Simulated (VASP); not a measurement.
A run of VASP 6.6.1 is set up as follows.

The input INCAR:

```
SYSTEM = MoS2
ALGO = Normal ; DIPOL = 0.5 0.5 0.500
EDIFF = 1E-6 ; ENCUT = 520
GGA = PE ; IDIPOL = 3
ISIF = 2 ; ISMEAR = 0
IVDW = 12 ; LASPH = .TRUE.
LCHARG = .FALSE. ; LDIPOL = .TRUE.
LREAL = .FALSE. ; LWAVE = .FALSE.
NBANDS = 20 ; NELM = 80
PREC = Accurate ; SIGMA = 0.02
```

KPOINTS

```
k-points
0
G
  12 12 1
  0 0 0
```

POSCAR

```
MoS2
1.0
    3.1542346165      0.0000000000      0.0000000000
   -1.5771173083      2.7316473074      0.0000000000
    0.0000000000      0.0000000000     32.2630186430
S Mo
2 1
Direct
    0.3333333333      0.6666666667      0.4514239391
    0.3333333333      0.6666666667      0.5485760609
    0.6666666667      0.3333333333      0.5000000000
```

Potentials or basis: VASP PAW PBE potentials, release 64 (S, Mo_sv).

Command:

```bash
$ cat potpaw_PBE.64/S/POTCAR potpaw_PBE.64/Mo_sv/POTCAR > POTCAR
$ mpirun -np 1 vasp_std > vasp.out
```

Task: Predict the band gap on the k mesh.

Result: 1.78 eV, direct.

Task: What does it give for the largest force?

Result: 0.009 eV/Å.

Task: Predict the dispersion energy per atom.

Result: -0.319 eV.

Forces on the atoms (eV/Å):
```
S    0.000  0.000  0.009
S    0.000  0.000 -0.009
Mo   0.000  0.000  0.000
```
